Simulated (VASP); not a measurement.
# AlSn (P-6m2) in VASP: further runs

AlSn is run at these levels: PBE; tasks: single point.

Program: VASP 6.6.1. These are calculated values, not measurements. Logs are shortened: lines on timing, memory, paths and dates and some standing lists are left out, and cuts for length are marked.

## Step 1: The cell of the first run

It takes space group P-6m2 (No. 187, hexagonal). Conventional cell: a = 4.198 Å, b = 4.198 Å, c = 3.307 Å, α = 90.00°, β = 90.00°, γ = 120.00°. Within 3.9 Å of Sn (site symmetry -6m2) lie 6 Al at 2.93 Å and 2 Sn at 3.31 Å. Al (site symmetry -6m2) has 6 Sn at 2.93 Å and 2 Al at 3.31 Å within 3.9 Å.

## Step 2: Single point, PBE

Contents of INCAR:

```
PREC     = Accurate       # precision mode
ENCUT    = 520            # plane-wave cutoff, eV
EDIFF    = 1E-7           # SCF threshold, eV
ISMEAR   = 0              # smearing method
SIGMA    = 0.05           # smearing width, eV
LREAL    = False          # projectors in reciprocal space
LASPH    = True           # aspherical terms in the spheres
NELM     = 60             # most SCF steps
ALGO     = Normal         # electronic algorithm
ISIF     = 2              # what is computed and relaxed
LWAVE    = False          # write WAVECAR
LCHARG   = False          # write CHGCAR
GGA      = PE             # functional
NBANDS   = 16             # bands
```

Contents of KPOINTS:

```
regular mesh
0
Gamma
  6 6 7
```

Contents of POSCAR:

```
AlSn
1.0
    4.1981056157      0.0000000000      0.0000000000
   -2.0990528078      3.6356661109      0.0000000000
    0.0000000000      0.0000000000      3.3068470000
Sn Al
1 1
Direct
    0.3333333333      0.6666666667      0.5000000000
    0.0000000000      0.0000000000      0.0000000000
```

Potentials or basis: VASP PAW PBE potentials, release 64 (Sn_d, Al).

Started as:

```console
$ cat potpaw_PBE.64/Sn_d/POTCAR potpaw_PBE.64/Al/POTCAR > POTCAR
$ mpirun -np 1 vasp_std > vasp.out
```

OUTCAR:

```text
PREC = Accurate
   ENCUT = 520
   EDIFF = 1E-7
   ISMEAR = 0
   LREAL = False
   LASPH = True
   NELM = 60
   ISIF = 2
   GGA = PE

 ion  position               nearest neighbor table
   1  0.333  0.667  0.500-   2 2.93   2 2.93   2 2.93   2 2.93   2 2.93   2 2.93
   2  0.000  0.000  0.000-   1 2.93   1 2.93   1 2.93   1 2.93   1 2.93   1 2.93

  LATTYP: Found a hexagonal cell.
 ALAT       =     4.1981056157
 C/A-ratio  =     0.7876998110

  Lattice vectors:

 A1 = (   4.1981056157,   0.0000000000,   0.0000000000)
 A2 = (  -2.0990528078,   3.6356661109,   0.0000000000)
 A3 = (   0.0000000000,   0.0000000000,   3.3068470000)

Analysis of symmetry for initial positions (statically):
=====================================================================
 Subroutine PRICEL returns:
 Original cell was already a primitive cell.

 Routine SETGRP: Setting up the symmetry group for a
 hexagonal supercell.

 Subroutine GETGRP returns: Found 12 space group operations
 (whereof 12 operations were pure point group operations)
 out of a pool of 24 trial point group operations.

The static configuration has the point symmetry D_3h.

Analysis of symmetry for dynamics (positions and initial velocities):
=====================================================================
 Subroutine PRICEL returns:
 Original cell was already a primitive cell.

 Routine SETGRP: Setting up the symmetry group for a
 hexagonal supercell.

 Subroutine GETGRP returns: Found 12 space group operations
 (whereof 12 operations were pure point group operations)
 out of a pool of 24 trial point group operations.

The dynamic configuration has the point symmetry D_3h.

 Subroutine INISYM returns: Found 12 space group operations
 (whereof 12 operations are pure point group operations),
 and found     1 'primitive' translations

----------------------------------------------------------------------------------------

                                     Primitive cell

  volume of cell :      50.4721

  direct lattice vectors                    reciprocal lattice vectors
     4.198105616  0.000000000  0.000000000     0.238202678  0.137526380  0.000000000
    -2.099052808  3.635666111  0.000000000     0.000000000  0.275052760  0.000000000
     0.000000000  0.000000000  3.306847000     0.000000000  0.000000000  0.302402863

  length of vectors
     4.198105616  4.198105616  3.306847000     0.275052760  0.275052760  0.302402863

  position of ions in fractional coordinates (direct lattice)
     0.333333333  0.666666667  0.500000000
     0.000000000  0.000000000  0.000000000

  ion indices of the primitive-cell ions
   primitive index   ion index
                 1           1
                 2           2

----------------------------------------------------------------------------------------

 KPOINTS: regular mesh

Automatic generation of k-mesh.
 Grid dimensions read from file:
 generate k-points for:    6    6    7

 Generating k-lattice:

  Cartesian coordinates                     Fractional coordinates (reciprocal lattice)
     0.039700446  0.022921063  0.000000000     0.166666667  0.000000000  0.000000000
     0.000000000  0.045842127  0.000000000     0.000000000  0.166666667  0.000000000
     0.000000000  0.000000000  0.043200409     0.000000000  0.000000000  0.142857143

  Length of vectors
     0.045842127  0.045842127  0.043200409

  Shift w.r.t. Gamma in fractional coordinates (k-lattice)
     0.000000000  0.000000000  0.000000000

 Subroutine IBZKPT returns following result:
 ===========================================

 Found     28 irreducible k-points:

 Following reciprocal coordinates:
            Coordinates               Weight
  0.000000  0.000000  0.000000      1.000000
  0.166667  0.000000  0.000000      6.000000
  0.333333 -0.000000  0.000000      6.000000
  0.500000  0.000000  0.000000      3.000000
  0.166667  0.166667  0.000000      6.000000
  0.333333  0.166667  0.000000     12.000000
[... 16 lines left out ...]
  0.166667  0.000000  0.428571     12.000000
  0.333333 -0.000000  0.428571     12.000000
 [... further k-points ...]
   k-points           NKPTS =     28   k-points in BZ     NKDIM =     28   number of bands    NBANDS=     16
   number of dos      NEDOS =    301   number of ions     NIONS =      2
   total plane-waves  NPLWV =  28672
   dimension x,y,z NGX =    32 NGY =   32 NGZ =   28
   dimension x,y,z NGXF=    64 NGYF=   64 NGZF=   56
   ions per type =               1   1
   NGX,Y,Z   is equivalent  to a cutoff of  12.67, 12.67, 14.08 a.u.
   NGXF,Y,Z  is equivalent  to a cutoff of  25.34, 25.34, 28.15 a.u.
 SYSTEM =  unknown system
   PREC   = accura    normal or accurate (medium, high low for compatibility)
   ISTART =      0    job   : 0-new  1-cont  2-samecut
   ICHARG =      2    charge: 1-file 2-atom 10-const
   ISPIN  =      1    spin polarized calculation?
   LNONCOLLINEAR =      F non collinear calculations
   LSORBIT =      F    spin-orbit coupling
   LASPH  =      T    aspherical Exc in radial PAW
   ENCUT  =  520.0 eV  38.22 Ry    6.18 a.u.   7.81  7.81  6.15*2*pi/ulx,y,z
   NELM   =     60;   NELMIN=  2; NELMDL= -5     # of ELM steps
   EDIFF  = 0.1E-06   stopping-criterion for ELM
   LREAL  =      F    real-space projection
   EDIFFG = 0.1E-05   stopping-criterion for IOM
   NSW    =      0    number of steps for IOM
   IBRION =     -1    ionic relax: 0-MD 1-quasi-New 2-CG
   NFREE  =      0    steps in history (QN), initial steepest desc. (CG)
   ISIF   =      2    stress and relaxation
   ISYM   =      2    0-nonsym 1-usesym 2-fastsym
   POTIM  = 0.5000    time-step for ionic-motion
   TEBEG  =    0.0;   TEEND  =   0.0 temperature during run
   PSTRESS=    0.0 pullay stress
   NELECT =      17.0000    total number of electrons
   NUPDOWN=      -1.0000    fix difference up-down
   EMIN   =  10.00;   EMAX   =-10.00  energy-range for DOS
   EFERMI =   0.00;   METHOD = LEGACY
   ISMEAR =     0;   SIGMA  =   0.05  broadening in eV -4-tet -1-fermi 0-gaus
   EFERMI_NEDOS =   21; number of points for ismear=-14 and -15
   IALGO  =     38    algorithm
   IMIX   =      4    mixing-type and parameters
     AMIX     =   0.40;   BMIX     =  1.00
     AMIX_MAG =   1.60;   BMIX_MAG =  1.00
  volume/ion in A,a.u.               =      25.24       170.30
  Fermi-wavevector in a.u.,A,eV,Ry     =   1.139044  2.152482 17.652500  1.297422
  Thomas-Fermi vector in A             =   2.275748
   LORBIT       =      0    0 simple, 1 ext, 2 COOP (PROOUT), +10 PAW based schemes
   GGA     = PE    functional components
   LHFCALC =     F    Hartree Fock is set to
   AEXX    =    0.0000 exact exchange contribution
   IVDW    =     0    specifies the selected vdW correction
   LEPSILON=     F    determine dielectric tensor
   LRPA    =     F    only Hartree local field effects (RPA)
 non-spin polarized calculation
 Gauss-broadening in eV      SIGMA  =   0.05
  energy-cutoff  :      520.00
  volume of cell :       50.47
 maximum number of plane-waves:      1374
 NGX is ok and might be reduce to    32
   NGX = 15   NGY = 15   NGZ = 13

 number of electron      16.9999999 magnetization

 Free energy of the ion-electron system (eV)
  ---------------------------------------------------
  ext. energy  EPLUGINS =         0.00000000
  ---------------------------------------------------
  free energy    TOTEN  =        -7.22709244 eV

  energy without entropy =       -7.22693657  energy(sigma->0) =       -7.22701450

 E-fermi :   6.4332     XC(G=0):  -9.5651

 val. band max:        6.3499835997   @ k =   0.1667   0.0000   0.4286
 cond. band min:       6.5008678347   @ k =   0.0000   0.0000   0.1429
 fundamental gap:      0.1508842349
 Fermi energy:         6.4332174990

 k-point     1 :       0.0000    0.0000    0.0000
  band No.  band energies     occupation
      1     -14.9483      2.00000
      2     -14.8254      2.00000
      3     -14.8254      2.00000
      4     -14.8190      2.00000
      5     -14.8190      2.00000
      6      -4.0270      2.00000
[... 8 lines left out ...]
     15      17.9838      0.00000
     16      19.2200      0.00000

 k-point     2 :       0.1667    0.0000    0.0000
  band No.  band energies     occupation
      1     -14.9463      2.00000
      2     -14.8261      2.00000
      3     -14.8206      2.00000
      4     -14.8205      2.00000
      5     -14.8195      2.00000
      6      -3.7408      2.00000
[... 8 lines left out ...]
     15      16.2072      0.00000
     16      18.5572      0.00000

 k-point     3 :       0.3333   -0.0000    0.0000
  band No.  band energies     occupation
      1     -14.9423      2.00000
      2     -14.8272      2.00000
      3     -14.8238      2.00000
      4     -14.8203      2.00000
      5     -14.8107      2.00000
      6      -2.9379      2.00000
[... 8 lines left out ...]
     15      15.9928      0.00000
     16      18.2610      0.00000

 k-point     4 :       0.5000    0.0000    0.0000
  band No.  band energies     occupation
      1     -14.9404      2.00000
      2     -14.8277      2.00000
      3     -14.8253      2.00000
      4     -14.8208      2.00000
      5     -14.8058      2.00000
      6      -2.1983      2.00000
[... 8 lines left out ...]
     15      16.4763      0.00000
     16      16.9579      0.00000
[... 324 lines left out ...]
 k-point    22 :       0.0000    0.0000    0.4286
  band No.  band energies     occupation
      1     -14.8802      2.00000
      2     -14.8802      2.00000
      3     -14.8177      2.00000
      4     -14.8177      2.00000
      5     -14.7799      2.00000
      6      -1.5150      2.00000
[... 8 lines left out ...]
     15      12.8574      0.00000
     16      14.2799      0.00000

 k-point    23 :       0.1667    0.0000    0.4286
  band No.  band energies     occupation
      1     -14.8835      2.00000
      2     -14.8810      2.00000
      3     -14.8182      2.00000
      4     -14.8132      2.00000
      5     -14.7769      2.00000
      6      -1.2347      2.00000
[... 8 lines left out ...]
     15      13.6707      0.00000
     16      14.9480      0.00000

 k-point    24 :       0.3333   -0.0000    0.4286
  band No.  band energies     occupation
      1     -14.8900      2.00000
      2     -14.8824      2.00000
      3     -14.8195      2.00000
      4     -14.8041      2.00000
      5     -14.7706      2.00000
      6      -0.4537      2.00000
[... 8 lines left out ...]
     15      15.9856      0.00000
     16      17.6154      0.00000

 [... further k-points ...]

------------------------ aborting loop because EDIFF is reached ----------------------------------------

  FORCE on cell =-STRESS in cart. coord.  units (eV):
  Direction    XX          YY          ZZ          XY          YZ          ZX
  --------------------------------------------------------------------------------------
  -------------------------------------------------------------------------------------
  Total        0.3806014      0.3806014     -0.9888474      0.0000000     -0.0000000      0.0000000
  in kB       12.0817411     12.0817411    -31.3897904      0.0000000     -0.0000000      0.0000000
  external PRESSURE =      -2.4087694 kB  Pullay stress =       0.0000000 kB

 VOLUME and BASIS-vectors are now :
 -----------------------------------------------------------------------------
  energy-cutoff  :      520.00
  volume of cell :       50.47
      direct lattice vectors                 reciprocal lattice vectors
     4.198105616  0.000000000  0.000000000     0.238202678  0.137526380  0.000000000
    -2.099052808  3.635666111  0.000000000     0.000000000  0.275052760  0.000000000
     0.000000000  0.000000000  3.306847000     0.000000000  0.000000000  0.302402863

 POSITION                                       TOTAL-FORCE (eV/Angst)
 -----------------------------------------------------------------------------------
     -0.00000      2.42378      1.65342         0.000000      0.000000      0.000000
      0.00000      0.00000      0.00000        -0.000000      0.000000      0.000000
 -----------------------------------------------------------------------------------
    total drift:                                0.000000     -0.000000     -0.000000

  FREE ENERGIE OF THE ION-ELECTRON SYSTEM (eV)
  ---------------------------------------------------
  free  energy   TOTEN  =        -7.2270924404 eV

  energy  without entropy=       -7.2269365667  energy(sigma->0) =       -7.22701450
```

Run time: 22 s. Hardware: 1 thread of Intel Xeon 8259CL, shared host; peak memory 0.18 GiB.

What came out:

```yaml
Free_energy: -7.2271 eV
Pressure: -0.2 GPa
```

Stress tensor (GPa, compression positive):
```
 1.21  0.00  0.00
 0.00  1.21  0.00
 0.00  0.00 -3.14
```

Levels at points of the mesh, in eV from the Fermi level:
| k point | band 5 | band 6 | band 7 | band 8 | band 9 | band 10 | band 11 | band 12 |
| --- | --- | --- | --- | --- | --- | --- | --- | --- |
| (0.00, 0.00, 0.00) | -21.25 | -10.46 | -0.23 | -0.23 | 0.68 | 2.59 | 3.12 | 3.12 |
| (0.50, 0.00, 0.00) | -21.24 | -8.63 | -6.34 | -1.84 | 0.59 | 4.41 | 6.48 | 7.13 |

Caveat: spin-orbit coupling is left out, which moves the levels of the heavy elements.

## Step 3: Single point, PBE

INCAR, as its differences from that of step 2:

```diff
@@ -4,6 +4,6 @@
 ISMEAR   = 0              # smearing method
-SIGMA    = 0.05           # smearing width, eV
+SIGMA    = 0.025          # smearing width, eV
 LREAL    = False          # projectors in reciprocal space
 LASPH    = True           # aspherical terms in the spheres
-NELM     = 60             # most SCF steps
+NELM     = 100            # most SCF steps
 ALGO     = Normal         # electronic algorithm
```

KPOINTS is that of step 2.

POSCAR is that of step 2.

Potentials or basis: VASP PAW PBE potentials, release 64 (Sn_d, Al).

Started as:

```console
$ cat potpaw_PBE.64/Sn_d/POTCAR potpaw_PBE.64/Al/POTCAR > POTCAR
$ mpirun -np 1 vasp_std > vasp.out
```

OUTCAR:

```text
PREC = Accurate
   ENCUT = 520
   EDIFF = 1E-7
   ISMEAR = 0
   LREAL = False
   LASPH = True
   NELM = 100
   ISIF = 2
   GGA = PE

 ion  position               nearest neighbor table
   1  0.333  0.667  0.500-   2 2.93   2 2.93   2 2.93   2 2.93   2 2.93   2 2.93
   2  0.000  0.000  0.000-   1 2.93   1 2.93   1 2.93   1 2.93   1 2.93   1 2.93

  LATTYP: Found a hexagonal cell.
 ALAT       =     4.1981056157
 C/A-ratio  =     0.7876998110

  Lattice vectors:

 A1 = (   4.1981056157,   0.0000000000,   0.0000000000)
 A2 = (  -2.0990528078,   3.6356661109,   0.0000000000)
 A3 = (   0.0000000000,   0.0000000000,   3.3068470000)

Analysis of symmetry for initial positions (statically):
=====================================================================
 Subroutine PRICEL returns:
 Original cell was already a primitive cell.

 Routine SETGRP: Setting up the symmetry group for a
 hexagonal supercell.

 Subroutine GETGRP returns: Found 12 space group operations
 (whereof 12 operations were pure point group operations)
 out of a pool of 24 trial point group operations.

The static configuration has the point symmetry D_3h.

[... 161 lines left out ...]
 E-fermi :   6.4276     XC(G=0):  -9.5651

 val. band max:        6.3500090021   @ k =   0.1667   0.0000   0.4286
 cond. band min:       6.5008589947   @ k =   0.0000   0.0000   0.1429
 fundamental gap:      0.1508499927
 Fermi energy:         6.4276012377

 k-point     1 :       0.0000    0.0000    0.0000
  band No.  band energies     occupation
      1     -14.9483      2.00000
      2     -14.8255      2.00000
      3     -14.8255      2.00000
      4     -14.8190      2.00000
      5     -14.8190      2.00000
      6      -4.0270      2.00000
[... 433 lines left out ...]
      3     -14.8196      2.00000
      4     -14.8041      2.00000
      5     -14.7705      2.00000
      6      -0.4537      2.00000
[... 8 lines left out ...]
     15      15.9856      0.00000
     16      17.6154      0.00000

 [... further k-points ...]

------------------------ aborting loop because EDIFF is reached ----------------------------------------

  FORCE on cell =-STRESS in cart. coord.  units (eV):
  Direction    XX          YY          ZZ          XY          YZ          ZX
  --------------------------------------------------------------------------------------
  -------------------------------------------------------------------------------------
  Total        0.3798897      0.3798897     -0.9846608      0.0000000     -0.0000000      0.0000000
  in kB       12.0591470     12.0591470    -31.2568915      0.0000000     -0.0000000      0.0000000
  external PRESSURE =      -2.3795325 kB  Pullay stress =       0.0000000 kB

 VOLUME and BASIS-vectors are now :
 -----------------------------------------------------------------------------
  energy-cutoff  :      520.00
  volume of cell :       50.47
      direct lattice vectors                 reciprocal lattice vectors
     4.198105616  0.000000000  0.000000000     0.238202678  0.137526380  0.000000000
    -2.099052808  3.635666111  0.000000000     0.000000000  0.275052760  0.000000000
     0.000000000  0.000000000  3.306847000     0.000000000  0.000000000  0.302402863

 POSITION                                       TOTAL-FORCE (eV/Angst)
 -----------------------------------------------------------------------------------
     -0.00000      2.42378      1.65342        -0.000000      0.000000      0.000000
      0.00000      0.00000      0.00000         0.000000      0.000000      0.000000
 -----------------------------------------------------------------------------------
    total drift:                                0.000000     -0.000000     -0.000000

  FREE ENERGIE OF THE ION-ELECTRON SYSTEM (eV)
  ---------------------------------------------------
  free  energy   TOTEN  =        -7.2270699487 eV

  energy  without entropy=       -7.2270698629  energy(sigma->0) =       -7.22706991
```

stdout:

```text
POSCAR found type information on POSCAR SnAl
 POSCAR found :  2 types and       2 ions
 scaLAPACK will be used
 LDA part: xc-table for (Slater+PW92), standard interpolation
 POSCAR, INCAR and KPOINTS ok, starting setup
 FFT: planning ... GRIDC
 FFT: planning ... GRID_SOFT
 FFT: planning ... GRID
 WAVECAR not read
 entering main loop
```

Run time: 23 s. Hardware: 1 thread of Intel Xeon 8259CL, shared host; peak memory 0.18 GiB.

Results:

| Quantity | Value |
| --- | --- |
| Free energy | -7.2271 eV |
| Pressure | -0.2 GPa |

Stress tensor (GPa, compression positive):
```
 1.21  0.00  0.00
 0.00  1.21  0.00
 0.00  0.00 -3.13
```

Caveat: spin-orbit coupling is left out, which moves the levels of the heavy elements.
